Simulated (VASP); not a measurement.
# Sb (R-3m) in VASP: notebook

Runs on Sb. Level: r2SCAN. Tasks: single point.

All numbers are computed with VASP 6.6.1; they aren't measurements. Logs are shortened: lines on timing, memory, paths and dates and some standing lists are left out, and cuts for length are marked.

## 1. The cell of the first run

Symmetry: R-3m, No. 166, trigonal system. Conventional cell: a = 4.341 Å, b = 4.341 Å, c = 11.613 Å, α = 90.00°, β = 90.00°, γ = 120.00°. Within 3.8 Å of Sb (site symmetry 3m) lie 6 Sb at 2.92 to 3.45 Å.

## 2. Single point, r2SCAN

The input, POSCAR:

```
Sb
1.0
    2.1706020527      1.2531976795      3.8710910875
   -2.1706020527      1.2531976795      3.8710910875
    0.0000000000     -2.5063953589      3.8710910875
Sb
2
Direct
    0.2313018333      0.2313018333      0.2313018333
    0.7686981667      0.7686981667      0.7686981667
```

The input, INCAR.step1:

```
SYSTEM = Sb
ALGO = Normal
EDIFF = 1E-4
ENCUT = 520
GGA = PE
ISMEAR = -1
LASPH = .TRUE.
LCHARG = .FALSE.
LREAL = .FALSE.
LWAVE = .TRUE.
NBANDS = 12
NELM = 100
PREC = Accurate
SIGMA = 0.1
```

The input, INCAR.step2:

```
SYSTEM = Sb
ALGO = Normal
EDIFF = 1E-6
ENCUT = 520
ISIF = 2
ISMEAR = -1
ISTART = 1
LASPH = .TRUE.
LCHARG = .TRUE.
LELF = .TRUE.
LMIXTAU = .TRUE.
LREAL = .FALSE.
LVHAR = .TRUE.
LWAVE = .FALSE.
METAGGA = R2SCAN
NBANDS = 12
NELM = 100
PREC = Accurate
SIGMA = 0.1
```

The input, KPOINTS:

```
k-points
0
G
  2 2 2
  0 0 0
```

Potentials or basis: VASP PAW PBE potentials, release 64 (Sb).

Command:

```sh
$ cat potpaw_PBE.64/Sb/POTCAR > POTCAR
$ cp INCAR.step1 INCAR
$ mpirun -np 1 vasp_std > vasp.out
$ cp INCAR.step2 INCAR
$ mpirun -np 1 vasp_std > vasp.out
```

OUTCAR:

```text
SYSTEM = Sb
   EDIFF = 1E-6
   ENCUT = 520
   ISIF = 2
   ISMEAR = -1
   ISTART = 1
   LASPH = .TRUE.
   LREAL = .FALSE.
   METAGGA = R2SCAN
   NELM = 100
   PREC = Accurate

 ion  position               nearest neighbor table
   1  0.231  0.231  0.231-   2 2.92   2 2.92   2 2.92   2 3.45   2 3.45   2 3.45
   2  0.769  0.769  0.769-   1 2.92   1 2.92   1 2.92   1 3.45   1 3.45   1 3.45

  LATTYP: Found a trigonal (rhomboedric) cell.
 ALAT       =     4.6116552238
 COS(alpha) =     0.5569255040

  Lattice vectors:

 A1 = (   2.1706020527,   1.2531976795,   3.8710910875)
 A2 = (  -2.1706020527,   1.2531976795,   3.8710910875)
 A3 = (   0.0000000000,  -2.5063953589,   3.8710910875)

Analysis of symmetry for initial positions (statically):
=====================================================================
 Subroutine PRICEL returns:
 Original cell was already a primitive cell.

 Routine SETGRP: Setting up the symmetry group for a
 trigonal (rhombohedral) supercell.

 Subroutine GETGRP returns: Found 12 space group operations
 (whereof 12 operations were pure point group operations)
 out of a pool of 12 trial point group operations.

The static configuration has the point symmetry D_3d.

Analysis of symmetry for dynamics (positions and initial velocities):
=====================================================================
 Subroutine PRICEL returns:
 Original cell was already a primitive cell.

 Routine SETGRP: Setting up the symmetry group for a
 trigonal (rhombohedral) supercell.

 Subroutine GETGRP returns: Found 12 space group operations
 (whereof 12 operations were pure point group operations)
 out of a pool of 12 trial point group operations.

The dynamic configuration has the point symmetry D_3d.

 Subroutine INISYM returns: Found 12 space group operations
 (whereof 12 operations are pure point group operations),
 and found     1 'primitive' translations

----------------------------------------------------------------------------------------

                                     Primitive cell

  volume of cell :      63.1807

  direct lattice vectors                    reciprocal lattice vectors
     2.170602053  1.253197679  3.871091087     0.230350837  0.132993118  0.086108367
    -2.170602053  1.253197679  3.871091087    -0.230350837  0.132993118  0.086108367
     0.000000000 -2.506395359  3.871091087     0.000000000 -0.265986236  0.086108367

  length of vectors
     4.611655224  4.611655224  4.611655224     0.279577053  0.279577053  0.279577053

  position of ions in fractional coordinates (direct lattice)
     0.231301833  0.231301833  0.231301833
     0.768698167  0.768698167  0.768698167

  ion indices of the primitive-cell ions
   primitive index   ion index
                 1           1
                 2           2

----------------------------------------------------------------------------------------

 KPOINTS: k-points

Automatic generation of k-mesh.
 Grid dimensions read from file:
 generate k-points for:    2    2    2

 Generating k-lattice:

  Cartesian coordinates                     Fractional coordinates (reciprocal lattice)
     0.115175419  0.066496559  0.043054184     0.500000000 -0.000000000  0.000000000
    -0.115175419  0.066496559  0.043054184    -0.000000000  0.500000000  0.000000000
     0.000000000 -0.132993118  0.043054184     0.000000000  0.000000000  0.500000000

  Length of vectors
     0.139788526  0.139788526  0.139788526

  Shift w.r.t. Gamma in fractional coordinates (k-lattice)
     0.000000000  0.000000000  0.000000000

 Subroutine IBZKPT returns following result:
 ===========================================

 Found      4 irreducible k-points:

 Following reciprocal coordinates:
            Coordinates               Weight
  0.000000  0.000000  0.000000      1.000000
  0.500000 -0.000000  0.000000      3.000000
  0.500000  0.500000  0.000000      3.000000
  0.500000  0.500000  0.500000      1.000000
   k-points           NKPTS =      4   k-points in BZ     NKDIM =      4   number of bands    NBANDS=     12
   number of dos      NEDOS =    301   number of ions     NIONS =      2
   total plane-waves  NPLWV =  46656
   dimension x,y,z NGX =    36 NGY =   36 NGZ =   36
   dimension x,y,z NGXF=    72 NGYF=   72 NGZF=   72
   ions per type =               2
   NGX,Y,Z   is equivalent  to a cutoff of  12.98, 12.98, 12.98 a.u.
   NGXF,Y,Z  is equivalent  to a cutoff of  25.96, 25.96, 25.96 a.u.
 SYSTEM =  Sb
   PREC   = accura    normal or accurate (medium, high low for compatibility)
   ISTART =      1    job   : 0-new  1-cont  2-samecut
   ICHARG =      0    charge: 1-file 2-atom 10-const
   ISPIN  =      1    spin polarized calculation?
   LNONCOLLINEAR =      F non collinear calculations
   LSORBIT =      F    spin-orbit coupling
   LASPH  =      T    aspherical Exc in radial PAW
   ENCUT  =  520.0 eV  38.22 Ry    6.18 a.u.   8.57  8.57  8.57*2*pi/ulx,y,z
   NELM   =    100;   NELMIN=  2; NELMDL=  0     # of ELM steps
   EDIFF  = 0.1E-05   stopping-criterion for ELM
   LREAL  =      F    real-space projection
   EDIFFG = 0.1E-04   stopping-criterion for IOM
   NSW    =      0    number of steps for IOM
   IBRION =     -1    ionic relax: 0-MD 1-quasi-New 2-CG
   NFREE  =      0    steps in history (QN), initial steepest desc. (CG)
   ISIF   =      2    stress and relaxation
   ISYM   =      2    0-nonsym 1-usesym 2-fastsym
   POTIM  = 0.5000    time-step for ionic-motion
   TEBEG  =    0.0;   TEEND  =   0.0 temperature during run
   PSTRESS=    0.0 pullay stress
   NELECT =      10.0000    total number of electrons
   NUPDOWN=      -1.0000    fix difference up-down
   EMIN   =  10.00;   EMAX   =-10.00  energy-range for DOS
   EFERMI =   0.00;   METHOD = LEGACY
   ISMEAR =    -1;   SIGMA  =   0.10  broadening in eV -4-tet -1-fermi 0-gaus
   EFERMI_NEDOS =   21; number of points for ismear=-14 and -15
   IALGO  =     38    algorithm
   IMIX   =      4    mixing-type and parameters
     AMIX     =   0.40;   BMIX     =  1.00
     AMIX_MAG =   1.60;   BMIX_MAG =  1.00
  volume/ion in A,a.u.               =      31.59       213.18
  Fermi-wavevector in a.u.,A,eV,Ry     =   0.885551  1.673448 10.669686  0.784200
  Thomas-Fermi vector in A             =   2.006599
   LORBIT       =      0    0 simple, 1 ext, 2 COOP (PROOUT), +10 PAW based schemes
   METAGGA = R2SCAN    functional components
   LHFCALC =     F    Hartree Fock is set to
   AEXX    =    0.0000 exact exchange contribution
   IVDW    =     0    specifies the selected vdW correction
   LEPSILON=     F    determine dielectric tensor
   LRPA    =     F    only Hartree local field effects (RPA)
 non-spin polarized calculation
  energy-cutoff  :      520.00
  volume of cell :       63.18
 maximum number of plane-waves:      1726
 NGX is ok and might be reduce to    36
   NGX = 17   NGY = 17   NGZ = 17

 number of electron      10.0000000 magnetization

 Free energy of the ion-electron system (eV)
  ---------------------------------------------------
  ext. energy  EPLUGINS =         0.00000000
  ---------------------------------------------------
  free energy    TOTEN  =       -49.69179466 eV

  energy without entropy =      -49.60914886  energy(sigma->0) =      -49.65047176

 E-fermi :   6.6280     XC(G=0):  -9.6813

 val. band max:        6.5644368575   @ k =   0.5000   0.5000   0.5000
 cond. band min:       6.7674112115   @ k =   0.5000  -0.0000   0.0000
 fundamental gap:      0.2029743540
 Fermi energy:         6.6280012417

 k-point     1 :       0.0000    0.0000    0.0000
  band No.  band energies     occupation
      1      -6.1798      2.00000
      2       1.7591      2.00000
      3       4.5600      2.00000
      4       4.9497      2.00000
      5       4.9497      2.00000
      6       8.8324      0.00000
      7       9.4679      0.00000
      8       9.4679      0.00000
      9      12.3516      0.00000
     10      12.3516      0.00000
     11      12.4527      0.00000
     12      13.8604      0.00000

 k-point     2 :       0.5000   -0.0000    0.0000
  band No.  band energies     occupation
      1      -3.8182      2.00000
      2      -2.9988      2.00000
      3       4.6664      2.00000
      4       4.6771      2.00000
      5       6.4033      1.80883
      6       6.7674      0.39751
      7       7.1328      0.01277
      8       7.5179      0.00027
      9      14.5824      0.00000
     10      15.0029      0.00000
     11      16.3721      0.00000
     12      16.4025      0.00000

 k-point     3 :       0.5000    0.5000    0.0000
  band No.  band energies     occupation
      1      -3.8321      2.00000
      2      -1.4719      2.00000
      3       1.3915      2.00000
      4       2.9778      2.00000
      5       3.1281      2.00000
      6       8.5408      0.00000
      7      11.7091      0.00000
      8      12.5321      0.00000
      9      13.6929      0.00000
     10      15.7563      0.00000
     11      17.2315      0.00000
     12      17.4552      0.00000

 k-point     4 :       0.5000    0.5000    0.5000
  band No.  band energies     occupation
      1      -4.7724      2.00000
      2      -2.2967      2.00000
      3       5.4124      1.99999
      4       5.4124      1.99999
      5       6.5644      1.30754
      6       7.1029      0.01718
      7       7.1029      0.01718
      8       8.0111      0.00000
      9      13.9751      0.00000
     10      15.6467      0.00000
     11      15.6467      0.00000
     12      16.4545      0.00000

------------------------ aborting loop because EDIFF is reached ----------------------------------------

  FORCE on cell =-STRESS in cart. coord.  units (eV):
  Direction    XX          YY          ZZ          XY          YZ          ZX
  --------------------------------------------------------------------------------------
  -------------------------------------------------------------------------------------
  Total        2.7323483      2.7323483      2.1860554     -0.0000000      0.0000000     -0.0000000
  in kB       69.2886670     69.2886670     55.4354166     -0.0000000      0.0000000     -0.0000000
  external PRESSURE =      64.6709169 kB  Pullay stress =       0.0000000 kB

 VOLUME and BASIS-vectors are now :
 -----------------------------------------------------------------------------
  energy-cutoff  :      520.00
  volume of cell :       63.18
      direct lattice vectors                 reciprocal lattice vectors
     2.170602053  1.253197679  3.871091087     0.230350837  0.132993118  0.086108367
    -2.170602053  1.253197679  3.871091087    -0.230350837  0.132993118  0.086108367
     0.000000000 -2.506395359  3.871091087     0.000000000 -0.265986236  0.086108367

 POSITION                                       TOTAL-FORCE (eV/Angst)
 -----------------------------------------------------------------------------------
      0.00000      0.00000      2.68617         0.000000     -0.000000     -1.924324
      0.00000      0.00000      8.92710         0.000000      0.000000      1.924324
 -----------------------------------------------------------------------------------
    total drift:                                0.000000     -0.000000      0.000000

  FREE ENERGIE OF THE ION-ELECTRON SYSTEM (eV)
  ---------------------------------------------------
  free  energy   TOTEN  =       -49.6917946630 eV

  energy  without entropy=      -49.6091488614  energy(sigma->0) =      -49.65047176
```

Run time: 24 s. Hardware: 1 thread of Intel Xeon Platinum 8259CL at 2.50GHz (Skylake/Cascade Lake), shared host; peak memory 0.21 GiB.

What came out:

```yaml
Free_energy: -49.6918 eV
Pressure: 6.5 GPa
Largest_force: 1.924 eV/Å
Band_gap_on_the_k_mesh: 0.20 eV, indirect (least direct gap 0.36 eV)
```

Forces on the atoms (eV/Å):
```
Sb   0.000  0.000 -1.924
Sb   0.000  0.000  1.924
```

Levels at points of the mesh, in eV from the valence-band top:
```tsv
k point	band 3	band 4	band 5	band 6	band 7	band 8
(0.00, 0.00, 0.00)	-2.00	-1.61	-1.61	2.27	2.90	2.90
(0.50, 0.00, 0.00)	-1.90	-1.89	-0.16	0.20	0.57	0.95
(0.50, 0.50, 0.00)	-5.17	-3.59	-3.44	1.98	5.14	5.97
(0.50, 0.50, 0.50)	-1.15	-1.15	0.00	0.54	0.54	1.45
```

Caveat: the k points lie up to 0.88 Å⁻¹ apart; the PAW data sets were made with another functional, which shifts forces and pressure a little; spin-orbit coupling is left out, which moves the levels of the heavy elements. A k mesh can miss the band edges.

## 3. Single point, r2SCAN

POSCAR is that of step 2.

The input, INCAR.step1:

```
PREC = Accurate
ENCUT = 520
ISMEAR = -1
SIGMA = 0.1
LREAL = False
LASPH = True
NELM = 100
NBANDS = 12
GGA = PE
ALGO = Normal
EDIFF = 1E-4
LWAVE = True
LCHARG = False
```

The input, INCAR.step2:

```
PREC = Accurate
ENCUT = 520
EDIFF = 1E-6
ISMEAR = -1
SIGMA = 0.1
LREAL = False
LASPH = True
NELM = 100
ALGO = Normal
ISIF = 2
LWAVE = False
LCHARG = True
METAGGA = R2SCAN
LMIXTAU = True
LELF = True
LVHAR = True
NBANDS = 12
ISTART = 1
```

The input, KPOINTS:

```
regular mesh
0
Gamma
  3 3 3
```

Potentials or basis: VASP PAW PBE potentials, release 64 (Sb).

Command:

```sh
$ cat potpaw_PBE.64/Sb/POTCAR > POTCAR
$ cp INCAR.step1 INCAR
$ mpirun -np 1 vasp_std > vasp.out
$ cp INCAR.step2 INCAR
$ mpirun -np 1 vasp_std > vasp.out
```

It took 28 s on 1 thread of Intel Xeon Platinum 8259CL at 2.50GHz (Skylake/Cascade Lake), shared host; peak memory 0.21 GiB.

The run converged. Its results:

- Free energy: -51.5011 eV
- Pressure: 0.7 GPa
- Largest force: 0.213 eV/Å
- Band gap on the k mesh: 1.28 eV, indirect (least direct gap 1.38 eV)

Forces in eV/Å, atoms in the order of the input:
```
Sb   0.000  0.000 -0.213
Sb   0.000  0.000  0.213
```

Stress tensor (GPa, compression positive):
```
 1.44  0.00  0.00
 0.00  1.44  0.00
 0.00  0.00 -0.79
```

Levels at points of the mesh, in eV from the valence-band top:
| k point | band 3 | band 4 | band 5 | band 6 | band 7 | band 8 |
| --- | --- | --- | --- | --- | --- | --- |
| (0.00, 0.00, 0.00) | -1.72 | -1.35 | -1.35 | 2.51 | 3.20 | 3.20 |

Caveat: the k points lie up to 0.59 Å⁻¹ apart; the PAW data sets were made with another functional, which shifts forces and pressure a little; spin-orbit coupling is left out, which moves the levels of the heavy elements. r2SCAN opens gaps a little over a GGA but as a rule still falls short of measured ones.
